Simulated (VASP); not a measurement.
# Pt (Fm-3m) in VASP: a series of runs

Runs on Pt. Level: PBEsol+D3(BJ). Tasks: single point.

All numbers are computed with VASP 6.6.1; they aren't measurements. Logs are shortened: lines on timing, memory, paths and dates and some standing lists are left out, and cuts for length are marked.

## 1. The cell of the first run

Symmetry: Fm-3m, No. 225, cubic system. Conventional cell: a = 3.883 Å, b = 3.883 Å, c = 3.883 Å, α = 90.00°, β = 90.00°, γ = 90.00°. Within 3.6 Å of Pt (site symmetry m-3m) lie 12 Pt at 2.75 Å.

## 2. Single point, PBEsol+D3(BJ)

INCAR reads:

```
  PREC = Accurate
  ENCUT = 520
  EDIFF = 1E-6
  ISMEAR = -1
  SIGMA = 0.05
  LREAL = False
  LASPH = True
  NELM = 100
  ALGO = Normal
  ISIF = 2
  LWAVE = False
  LCHARG = True
  GGA = PS
  IVDW = 12
  LELF = True
  LVHAR = True
  NBANDS = 11
```

KPOINTS reads:

```
regular mesh
0
Gamma
  12 12 12
```

POSCAR reads:

```
Pt
1.0
    0.0000000000      1.9414247935      1.9414247935
    1.9414247935      0.0000000000      1.9414247935
    1.9414247935      1.9414247935      0.0000000000
Pt
1
Direct
    0.0000000000      0.0000000000      0.0000000000
```

Potentials or basis: VASP PAW PBE potentials, release 64 (Pt).

Started as:

```console
> cat potpaw_PBE.64/Pt/POTCAR > POTCAR
> mpirun -np 1 vasp_std > vasp.out
```

OUTCAR:

```text
PREC = Accurate
   ENCUT = 520
   EDIFF = 1E-6
   ISMEAR = -1
   LREAL = False
   LASPH = True
   NELM = 100
   ISIF = 2
   GGA = PS
   IVDW = 12
 IVDW          = 12

 ion  position               nearest neighbor table
   1  0.000  0.000  0.000-

  LATTYP: Found a face centered cubic cell.
 ALAT       =     3.8828495870

  Lattice vectors:

 A1 = (   0.0000000000,   1.9414247935,   1.9414247935)
 A2 = (   1.9414247935,   0.0000000000,   1.9414247935)
 A3 = (   1.9414247935,   1.9414247935,   0.0000000000)

Analysis of symmetry for initial positions (statically):
=====================================================================
 Subroutine PRICEL returns:
 Original cell was already a primitive cell.

 Routine SETGRP: Setting up the symmetry group for a
 face centered cubic supercell.

 Subroutine GETGRP returns: Found 48 space group operations
 (whereof 48 operations were pure point group operations)
 out of a pool of 48 trial point group operations.

The static configuration has the point symmetry O_h .

Analysis of symmetry for dynamics (positions and initial velocities):
=====================================================================
 Subroutine PRICEL returns:
 Original cell was already a primitive cell.

 Routine SETGRP: Setting up the symmetry group for a
 face centered cubic supercell.

 Subroutine GETGRP returns: Found 48 space group operations
 (whereof 48 operations were pure point group operations)
 out of a pool of 48 trial point group operations.

The dynamic configuration has the point symmetry O_h .

 Subroutine INISYM returns: Found 48 space group operations
 (whereof 48 operations are pure point group operations),
 and found     1 'primitive' translations

----------------------------------------------------------------------------------------

                                     Primitive cell

  volume of cell :      14.6350

  direct lattice vectors                    reciprocal lattice vectors
     0.000000000  1.941424793  1.941424793    -0.257542812  0.257542812  0.257542812
     1.941424793  0.000000000  1.941424793     0.257542812 -0.257542812  0.257542812
     1.941424793  1.941424793  0.000000000     0.257542812  0.257542812 -0.257542812

  length of vectors
     2.745589273  2.745589273  2.745589273     0.446077235  0.446077235  0.446077235

  position of ions in fractional coordinates (direct lattice)
     0.000000000  0.000000000  0.000000000

  ion indices of the primitive-cell ions
   primitive index   ion index
                 1           1

----------------------------------------------------------------------------------------

 KPOINTS: regular mesh

Automatic generation of k-mesh.
 Grid dimensions read from file:
 generate k-points for:   12   12   12

 Generating k-lattice:

  Cartesian coordinates                     Fractional coordinates (reciprocal lattice)
    -0.021461901  0.021461901  0.021461901     0.083333333  0.000000000  0.000000000
     0.021461901 -0.021461901  0.021461901     0.000000000  0.083333333  0.000000000
     0.021461901  0.021461901 -0.021461901     0.000000000  0.000000000  0.083333333

  Length of vectors
     0.037173103  0.037173103  0.037173103

  Shift w.r.t. Gamma in fractional coordinates (k-lattice)
     0.000000000  0.000000000  0.000000000

 Subroutine IBZKPT returns following result:
 ===========================================

 Found     72 irreducible k-points:

 Following reciprocal coordinates:
            Coordinates               Weight
  0.000000  0.000000  0.000000      1.000000
  0.083333  0.000000  0.000000      8.000000
  0.166667  0.000000  0.000000      8.000000
  0.250000  0.000000  0.000000      8.000000
  0.333333  0.000000  0.000000      8.000000
  0.416667  0.000000  0.000000      8.000000
[... 16 lines left out ...]
  0.500000  0.166667  0.000000     24.000000
 -0.416667  0.166667  0.000000     24.000000
 [... further k-points ...]
   k-points           NKPTS =     72   k-points in BZ     NKDIM =     72   number of bands    NBANDS=     11
   number of dos      NEDOS =    301   number of ions     NIONS =      1
   total plane-waves  NPLWV =   8000
   dimension x,y,z NGX =    20 NGY =   20 NGZ =   20
   dimension x,y,z NGXF=    40 NGYF=   40 NGZF=   40
   ions per type =               1
   NGX,Y,Z   is equivalent  to a cutoff of  12.11, 12.11, 12.11 a.u.
   NGXF,Y,Z  is equivalent  to a cutoff of  24.22, 24.22, 24.22 a.u.
 SYSTEM =  unknown system
   PREC   = accura    normal or accurate (medium, high low for compatibility)
   ISTART =      0    job   : 0-new  1-cont  2-samecut
   ICHARG =      2    charge: 1-file 2-atom 10-const
   ISPIN  =      1    spin polarized calculation?
   LNONCOLLINEAR =      F non collinear calculations
   LSORBIT =      F    spin-orbit coupling
   LASPH  =      T    aspherical Exc in radial PAW
   ENCUT  =  520.0 eV  38.22 Ry    6.18 a.u.   5.10  5.10  5.10*2*pi/ulx,y,z
   NELM   =    100;   NELMIN=  2; NELMDL= -5     # of ELM steps
   EDIFF  = 0.1E-05   stopping-criterion for ELM
   LREAL  =      F    real-space projection
   EDIFFG = 0.1E-04   stopping-criterion for IOM
   NSW    =      0    number of steps for IOM
   IBRION =     -1    ionic relax: 0-MD 1-quasi-New 2-CG
   NFREE  =      0    steps in history (QN), initial steepest desc. (CG)
   ISIF   =      2    stress and relaxation
   ISYM   =      2    0-nonsym 1-usesym 2-fastsym
   POTIM  = 0.5000    time-step for ionic-motion
   TEBEG  =    0.0;   TEEND  =   0.0 temperature during run
   PSTRESS=    0.0 pullay stress
   NELECT =      10.0000    total number of electrons
   NUPDOWN=      -1.0000    fix difference up-down
   EMIN   =  10.00;   EMAX   =-10.00  energy-range for DOS
   EFERMI =   0.00;   METHOD = LEGACY
   ISMEAR =    -1;   SIGMA  =   0.05  broadening in eV -4-tet -1-fermi 0-gaus
   EFERMI_NEDOS =   21; number of points for ismear=-14 and -15
   IALGO  =     38    algorithm
   IMIX   =      4    mixing-type and parameters
     AMIX     =   0.40;   BMIX     =  1.00
     AMIX_MAG =   1.60;   BMIX_MAG =  1.00
  volume/ion in A,a.u.               =      14.63        98.76
  Fermi-wavevector in a.u.,A,eV,Ry     =   1.441930  2.724853 28.288729  2.079163
  Thomas-Fermi vector in A             =   2.560507
   LORBIT       =      0    0 simple, 1 ext, 2 COOP (PROOUT), +10 PAW based schemes
   GGA     = PS    functional components
   LHFCALC =     F    Hartree Fock is set to
   AEXX    =    0.0000 exact exchange contribution
   IVDW    =    12    specifies the selected vdW correction
   LEPSILON=     F    determine dielectric tensor
   LRPA    =     F    only Hartree local field effects (RPA)
 non-spin polarized calculation
  energy-cutoff  :      520.00
  volume of cell :       14.63
 maximum number of plane-waves:       411
   NGX = 11   NGY = 11   NGZ = 11

 number of electron      10.0000000 magnetization

 Free energy of the ion-electron system (eV)
  ---------------------------------------------------
  ext. energy  EPLUGINS =         0.00000000
  ---------------------------------------------------
  free energy    TOTEN  =        -6.96311814 eV

  energy without entropy =       -6.94782721  energy(sigma->0) =       -6.95547267

 E-fermi :  11.7112     XC(G=0): -13.8049

 val. band max:       11.7081067562   @ k =  -0.4167   0.3333   0.0833
 cond. band min:      11.7145687185   @ k =   0.5000   0.4167   0.0833
 fundamental gap:      0.0064619624
 Fermi energy:        11.7111769411

 k-point     1 :       0.0000    0.0000    0.0000
  band No.  band energies     occupation
      1       1.0439      2.00000
      2       7.6969      2.00000
      3       7.6969      2.00000
      4       7.6969      2.00000
      5       9.9867      2.00000
      6       9.9867      2.00000
      7      26.2176      0.00000
      8      31.3469      0.00000
      9      31.3469      0.00000
     10      31.3469      0.00000
     11      36.7531      0.00000

 k-point     2 :       0.0833    0.0000    0.0000
  band No.  band energies     occupation
      1       1.3300      2.00000
      2       7.5680      2.00000
      3       7.8100      2.00000
      4       7.8100      2.00000
      5       9.9240      2.00000
      6       9.9240      2.00000
      7      26.6686      0.00000
      8      30.0069      0.00000
      9      31.7968      0.00000
     10      31.7968      0.00000
     11      38.1900      0.00000

 k-point     3 :       0.1667    0.0000    0.0000
  band No.  band energies     occupation
      1       2.1220      2.00000
      2       7.3100      2.00000
      3       8.0407      2.00000
      4       8.0407      2.00000
      5       9.8703      2.00000
      6       9.8703      2.00000
      7      27.6657      0.00000
      8      27.7137      0.00000
      9      33.0536      0.00000
     10      33.0536      0.00000
     11      36.9904      0.00000

 k-point     4 :       0.2500    0.0000    0.0000
  band No.  band energies     occupation
      1       3.1446      2.00000
      2       7.3136      2.00000
      3       8.0902      2.00000
      4       8.0902      2.00000
      5      10.1628      2.00000
      6      10.1628      2.00000
      7      25.1027      0.00000
      8      28.1064      0.00000
      9      34.6342      0.00000
     10      34.6342      0.00000
     11      35.4271      0.00000

 k-point     5 :       0.3333    0.0000    0.0000
  band No.  band energies     occupation
      1       3.8269      2.00000
      2       7.9048      2.00000
      3       7.9048      2.00000
      4       8.1872      2.00000
      5      10.8240      2.00000
      6      10.8240      2.00000
      7      22.1819      0.00000
      8      27.0741      0.00000
      9      33.3580      0.00000
     10      33.3580      0.00000
     11      36.9747      0.00000
[... 211 lines left out ...]
 k-point    21 :       0.3333    0.1667    0.0000
  band No.  band energies     occupation
      1       4.2521      2.00000
      2       6.4378      2.00000
      3       7.8013      2.00000
      4       8.8350      2.00000
      5      10.5506      2.00000
      6      11.1529      1.99997
      7      24.7146      0.00000
      8      28.8410      0.00000
      9      29.8899      0.00000
     10      31.8644      0.00000
     11      36.4372      0.00000

 k-point    22 :       0.4167    0.1667    0.0000
  band No.  band energies     occupation
      1       4.6987      2.00000
      2       6.9807      2.00000
      3       7.5497      2.00000
      4       8.6436      2.00000
      5      11.6782      1.31798
      6      12.2060      0.00010
      7      21.3018      0.00000
      8      27.6931      0.00000
      9      29.2575      0.00000
     10      31.1984      0.00000
     11      38.5725      0.00000

 k-point    23 :       0.5000    0.1667    0.0000
  band No.  band energies     occupation
      1       4.7835      2.00000
      2       6.9994      2.00000
      3       8.2939      2.00000
      4       8.4430      2.00000
      5      11.8120      0.23479
      6      14.1809      0.00000
      7      18.2946      0.00000
      8      26.9411      0.00000
      9      29.3127      0.00000
     10      29.7439      0.00000
     11      39.3440      0.00000

 k-point    24 :      -0.4167    0.1667    0.0000
  band No.  band energies     occupation
      1       4.8446      2.00000
      2       7.0149      2.00000
      3       8.3490      2.00000
      4       8.6177      2.00000
      5      11.3860      1.99701
      6      14.7497      0.00000
      7      17.8803      0.00000
      8      26.6100      0.00000
      9      28.7172      0.00000
     10      30.4679      0.00000
     11      38.8724      0.00000

 [... further k-points ...]

------------------------ aborting loop because EDIFF is reached ----------------------------------------

 Edisp (eV)   -0.77194

 E8    (eV) :    -0.5278

  FORCE on cell =-STRESS in cart. coord.  units (eV):
  Direction    XX          YY          ZZ          XY          YZ          ZX
  --------------------------------------------------------------------------------------
  -------------------------------------------------------------------------------------
  Total      -0.03477    -0.03477    -0.03477    -0.00000     0.00000     0.00000
  in kB      -3.80651    -3.80651    -3.80651    -0.00000     0.00000     0.00000
  external pressure =       -3.81 kB  Pullay stress =        0.00 kB

 VOLUME and BASIS-vectors are now :
 -----------------------------------------------------------------------------
  energy-cutoff  :      520.00
  volume of cell :       14.63
      direct lattice vectors                 reciprocal lattice vectors
     0.000000000  1.941424793  1.941424793    -0.257542812  0.257542812  0.257542812
     1.941424793  0.000000000  1.941424793     0.257542812 -0.257542812  0.257542812
     1.941424793  1.941424793  0.000000000     0.257542812  0.257542812 -0.257542812

 POSITION                                       TOTAL-FORCE (eV/Angst)
 -----------------------------------------------------------------------------------
      0.00000      0.00000      0.00000         0.000000      0.000000     -0.000000
 -----------------------------------------------------------------------------------
    total drift:                               -0.000000     -0.000000     -0.000000

  FREE ENERGIE OF THE ION-ELECTRON SYSTEM (eV)
  ---------------------------------------------------
  free  energy   TOTEN  =        -7.7350554920 eV

  energy  without entropy=       -7.7197645654  energy(sigma->0) =       -7.72741003
```

Wall time 8.6 s (1 thread of AMD EPYC 7R43 (Zen 3), shared host); peak memory 0.1 GiB.

What came out:

```
Free energy                : -7.7351 eV
Pressure                   : -0.4 GPa
Band gap on the k mesh     : zero (band 5 reaches 12.23 eV, above the bottom of band 6 at 9.87 eV)
Dispersion energy per atom : -0.772 eV
```

Caveat: the PAW data sets were made with another functional, which shifts forces and pressure a little; spin-orbit coupling is left out, which moves the levels of the heavy elements; pairwise dispersion overbinds metals, which lowers pressure and volume.

## 3. Single point, PBEsol+D3(BJ)

This run uses another cell than the first one, of 14.76 Å³/atom, 1.008 times its volume.

INCAR reads:

```
PREC = Accurate
ENCUT = 520
EDIFF = 1E-6
ISMEAR = -1
SIGMA = 0.05
LREAL = F
LASPH = T
NELM = 60
ALGO = Normal
ISIF = 2
LWAVE = F
LCHARG = F
GGA = PS
IVDW = 12
NBANDS = 11
```

KPOINTS reads:

```
Automatic mesh
0
Gamma
  12 12 12
```

POSCAR reads:

```
Pt
1.0
    0.0000000000      1.9468365294      1.9468365294
    1.9468365294      0.0000000000      1.9468365294
    1.9468365294      1.9468365294      0.0000000000
Pt
1
Direct
    0.0000000000      0.0000000000      0.0000000000
```

Potentials or basis: VASP PAW PBE potentials, release 64 (Pt).

Started as:

```console
> cat potpaw_PBE.64/Pt/POTCAR > POTCAR
> mpirun -np 1 vasp_std > vasp.out
```

Wall time 8.8 s (1 thread of AMD EPYC 7R43 (Zen 3), shared host); peak memory 0.11 GiB.

It converged, with:

* Free energy: -7.7339 eV
* Pressure: -2.9 GPa
* Band gap on the k mesh: zero (band 5 reaches 12.05 eV, above the bottom of band 6 at 9.73 eV)
* Dispersion energy per atom: -0.765 eV

Levels at points of the mesh, in eV from the Fermi level:
```csv
k point,band 3,band 4,band 5,band 6,band 7,band 8
"(0.00, 0.00, 0.00)",-3.96,-3.96,-1.70,-1.70,14.53,19.61
"(0.50, 0.00, 0.00)",-4.02,-0.67,0.03,0.03,5.95,14.09
"(0.50, 0.50, 0.00)",0.01,0.50,0.50,1.64,9.05,11.38
```

Caveat: three body term missing; the PAW data sets were made with another functional, which shifts forces and pressure a little; spin-orbit coupling is left out, which moves the levels of the heavy elements; pairwise dispersion overbinds metals, which lowers pressure and volume.
